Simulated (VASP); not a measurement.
# GaAs (I-4m2) in VASP: a series of runs, part 2 of 2

VASP 6.6.1.

### Step 4. Single point, PBEsol

This run uses another cell than the first one, of the same volume but with other edges.

Input file INCAR:

```
SYSTEM = GaAs
PREC = Accurate ; ENCUT = 520
EDIFF = 1E-7 ; ISMEAR = 0
SIGMA = 0.05 ; LREAL = .FALSE.
LASPH = .TRUE. ; NELM = 80
ALGO = Normal ; ISIF = 2
LWAVE = .FALSE. ; LCHARG = .FALSE.
GGA = PS ; NBANDS = 16
```

Input file KPOINTS:

```
Automatic mesh
0
G
  12 12 12
  0 0 0
```

Input file POSCAR:

```
GaAs
1.0
    0.0000000000      3.0709392844      2.3953326418
    3.0709392844      0.0000000000      2.3953326418
    3.0709392844      3.0709392844      0.0000000000
Ga As
1 1
Direct
    0.0000000000      0.0000000000      0.0000000000
    0.7500000000      0.7500000000      0.7500000000
```

Potentials or basis: VASP PAW PBE potentials, release 64 (Ga_d, As).

Command:

```sh
$ cat potpaw_PBE.64/Ga_d/POTCAR potpaw_PBE.64/As/POTCAR > POTCAR
$ mpirun -np 1 vasp_std > vasp.out
```

OUTCAR:

```text
SYSTEM = GaAs
   PREC = Accurate
   ENCUT = 520
   EDIFF = 1E-7
   ISMEAR = 0
   LREAL = .FALSE.
   LASPH = .TRUE.
   NELM = 80
   ISIF = 2
   GGA = PS

 ion  position               nearest neighbor table
   1  0.000  0.000  0.000-   2 2.48   2 2.48   2 2.48   2 2.48
   2  0.750  0.750  0.750-   1 2.48   1 2.48   1 2.48   1 2.48

  LATTYP: Found a body centered tetragonal cell.
 ALAT       =     4.3429639852
 C/A-ratio  =     1.1030865786

  Lattice vectors:

 A1 = (   0.0000000000,  -3.0709392844,  -2.3953326418)
[... 627 lines left out ...]
      4     -10.9457      2.00000
      5     -10.8843      2.00000
      6      -6.8808      2.00000
[... 8 lines left out ...]
     15      14.8295      0.00000
     16      15.6010      0.00000

 [... further k-points ...]
[... 5 lines left out ...]
  --------------------------------------------------------------------------------------
  -------------------------------------------------------------------------------------
  Total       -1.0130970     -1.0130970      1.3003270      0.0000000      0.0000000      0.0000000
  in kB      -35.9271966    -35.9271966     46.1131606      0.0000000      0.0000000      0.0000000
  external PRESSURE =      -8.5804109 kB  Pullay stress =       0.0000000 kB

 VOLUME and BASIS-vectors are now :
 -----------------------------------------------------------------------------
  energy-cutoff  :      520.00
  volume of cell :       45.18
      direct lattice vectors                 reciprocal lattice vectors
     0.000000000  3.070939284  2.395332642    -0.162816635  0.162816635  0.208739275
     3.070939284  0.000000000  2.395332642     0.162816635 -0.162816635  0.208739275
     3.070939284  3.070939284  0.000000000     0.162816635  0.162816635 -0.208739275

 POSITION                                       TOTAL-FORCE (eV/Angst)
 -----------------------------------------------------------------------------------
      0.00000      0.00000      0.00000        -0.000000     -0.000000     -0.000000
      4.60641      4.60641      3.59300         0.000000      0.000000      0.000000
 -----------------------------------------------------------------------------------
    total drift:                                0.000000      0.000000     -0.000001

  FREE ENERGIE OF THE ION-ELECTRON SYSTEM (eV)
  ---------------------------------------------------
  free  energy   TOTEN  =        -8.8497666999 eV

  energy  without entropy=       -8.8494857800  energy(sigma->0) =       -8.84962624
```

It took 64 s on 1 thread of Intel Xeon Platinum 8559C (Emerald Rapids), shared host; peak memory 0.26 GiB.

What came out:

- Free energy: -8.8498 eV
- Pressure: -0.9 GPa
- Band gap on the k mesh: zero (band 9 reaches 4.18 eV, above the bottom of band 10 at 3.77 eV)

Caveat: the PAW data sets were made with another functional, which shifts forces and pressure a little.

### Step 5. Single point, PBEsol

This run uses another cell than the first one, of the same volume but with other edges.

Input file INCAR:

```
PREC = Accurate ; ENCUT = 520
EDIFF = 1E-6 ; ISMEAR = 0
SIGMA = 0.05 ; LREAL = F
LASPH = T ; NELM = 60
ALGO = Normal ; ISIF = 2
LWAVE = F ; LCHARG = F
GGA = PS ; NBANDS = 16
```

Input file KPOINTS:

```
regular mesh
0
Gamma
  12 12 12
```

Input file POSCAR:

```
GaAs
1.0
    0.0000000000      2.5901305056      3.3671696573
    2.5901305056      0.0000000000      3.3671696573
    2.5901305056      2.5901305056      0.0000000000
Ga As
1 1
Direct
    0.0000000000      0.0000000000      0.0000000000
    0.7500000000      0.7500000000      0.7500000000
```

Potentials or basis: VASP PAW PBE potentials, release 64 (Ga_d, As).

Command:

```sh
$ cat potpaw_PBE.64/Ga_d/POTCAR potpaw_PBE.64/As/POTCAR > POTCAR
$ mpirun -np 1 vasp_std > vasp.out
```

OUTCAR:

```text
PREC = Accurate
   ENCUT = 520
   EDIFF = 1E-6
   ISMEAR = 0
   LREAL = F
   LASPH = T
   NELM = 60
   ISIF = 2
   GGA = PS

 ion  position               nearest neighbor table
   1  0.000  0.000  0.000-   2 2.49   2 2.49   2 2.49   2 2.49
   2  0.750  0.750  0.750-   1 2.49   1 2.49   1 2.49   1 2.49

  LATTYP: Found a body centered tetragonal cell.
 ALAT       =     3.6629976893
 C/A-ratio  =     1.8384776311

  Lattice vectors:

 A1 = (  -2.5901305056,   0.0000000000,   3.3671696573)
 A2 = (   2.5901305056,   0.0000000000,   3.3671696573)
[... 624 lines left out ...]
      3     -10.9455      2.00000
      4     -10.9317      2.00000
      5     -10.8898      2.00000
      6      -6.8842      2.00000
[... 8 lines left out ...]
     15      14.3882      0.00000
     16      15.2483      0.00000

 [... further k-points ...]
[... 5 lines left out ...]
  --------------------------------------------------------------------------------------
  -------------------------------------------------------------------------------------
  Total        1.9566299      1.9566299     -3.7775372      0.0000000     -0.0000000      0.0000000
  in kB       69.3874596     69.3874596   -133.9618205      0.0000000     -0.0000000      0.0000000
  external PRESSURE =       1.6043662 kB  Pullay stress =       0.0000000 kB

 VOLUME and BASIS-vectors are now :
 -----------------------------------------------------------------------------
  energy-cutoff  :      520.00
  volume of cell :       45.18
      direct lattice vectors                 reciprocal lattice vectors
     0.000000000  2.590130506  3.367169657    -0.193040466  0.193040466  0.148492666
     2.590130506  0.000000000  3.367169657     0.193040466 -0.193040466  0.148492666
     2.590130506  2.590130506  0.000000000     0.193040466  0.193040466 -0.148492666

 POSITION                                       TOTAL-FORCE (eV/Angst)
 -----------------------------------------------------------------------------------
      0.00000      0.00000      0.00000         0.000000      0.000000      0.000000
      3.88520      3.88520      5.05075        -0.000000     -0.000000     -0.000000
 -----------------------------------------------------------------------------------
    total drift:                                0.000002      0.000002     -0.000001

  FREE ENERGIE OF THE ION-ELECTRON SYSTEM (eV)
  ---------------------------------------------------
  free  energy   TOTEN  =        -8.6017468175 eV

  energy  without entropy=       -8.6012943000  energy(sigma->0) =       -8.60152056
```

OSZICAR:

```text
N       E                     dE             d eps       ncg     rms          rms(c)
DAV:   1     0.826605662747E+02    0.82661E+02   -0.89907E+03  5304   0.155E+03
DAV:   2    -0.225314398790E+01   -0.84914E+02   -0.81026E+02  6072   0.310E+02
DAV:   3    -0.871271648685E+01   -0.64596E+01   -0.64394E+01  6352   0.657E+01
DAV:   4    -0.880961951918E+01   -0.96903E-01   -0.96882E-01  6488   0.899E+00
DAV:   5    -0.881093793088E+01   -0.13184E-02   -0.13184E-02  6536   0.939E-01    0.287E+00
DAV:   6    -0.863147176796E+01    0.17947E+00   -0.28160E-01  7928   0.944E+00    0.168E+00
DAV:   7    -0.860428958767E+01    0.27182E-01   -0.54153E-02  6768   0.185E+00    0.585E-01
DAV:   8    -0.860164378123E+01    0.26458E-02   -0.83544E-03  6224   0.963E-01    0.107E-01
DAV:   9    -0.860172404822E+01   -0.80267E-04   -0.60982E-04  6464   0.281E-01    0.408E-02
DAV:  10    -0.860173609000E+01   -0.12042E-04   -0.40117E-05  7608   0.666E-02    0.194E-02
DAV:  11    -0.860174691787E+01   -0.10828E-04   -0.13414E-05  6088   0.416E-02    0.269E-03
DAV:  12    -0.860174681752E+01    0.10035E-06   -0.67188E-07  4744   0.118E-02
   1 F= -.86017468E+01 E0= -.86015206E+01  d E =-.452518E-03
```

stdout:

```text
POSCAR found type information on POSCAR GaAs
 POSCAR found :  2 types and       2 ions
 scaLAPACK will be used
 -----------------------------------------------------------------------------
|                                                                             |
|                                                                             |
|     You enforced a specific xc type in the INCAR file but a different       |
|     I HOPE YOU KNOW WHAT YOU ARE DOING!                                     |
|                                                                             |
 -----------------------------------------------------------------------------

 LDA part: xc-table for (Slater+PW92), standard interpolation
 POSCAR, INCAR and KPOINTS ok, starting setup
 FFT: planning ... GRIDC
 FFT: planning ... GRID_SOFT
 FFT: planning ... GRID
 WAVECAR not read
 entering main loop
```

Run time: 47 s. Hardware: 1 thread of Intel Xeon Platinum 8559C (Emerald Rapids), shared host; peak memory 0.26 GiB.

What came out:

- Free energy: -8.6017 eV
- Pressure: 0.2 GPa
- Band gap on the k mesh: zero (band 9 reaches 4.54 eV, above the bottom of band 10 at 4.03 eV)

Stress tensor (GPa, compression positive):
```
  6.94   0.00   0.00
  0.00   6.94   0.00
  0.00   0.00 -13.40
```

Caveat: the PAW data sets were made with another functional, which shifts forces and pressure a little.

### Step 6. Overview

```tsv
cell	gap on the mesh (eV)	pressure (GPa)
a = 3.917, b = 3.917, c = 4.220 Å, angles 57.4, 57.4, 65.2°, 2 atoms	0.12	-0.1
a = 4.155, b = 4.155, c = 3.762 Å, angles 63.1, 63.1, 53.8°, 2 atoms	none	0.1
a = 3.895, b = 3.895, c = 4.343 Å, angles 56.1, 56.1, 67.8°, 2 atoms	none	-0.9
a = 4.248, b = 4.248, c = 3.663 Å, angles 64.5, 64.5, 51.1°, 2 atoms	none	0.2
```

Alike in all rows: task single point; level PBEsol; potentials or basis VASP PAW PBE potentials, release 64 (Ga_d, As); no spin polarisation; k mesh 12 × 12 × 12; cutoff (eV) 520; smearing gaussian 0.05 eV.

Caveats: the PAW data sets were made with another functional, which shifts forces and pressure a little.

Total energies depend on the potentials used, so only differences within one code and one set of settings carry meaning.
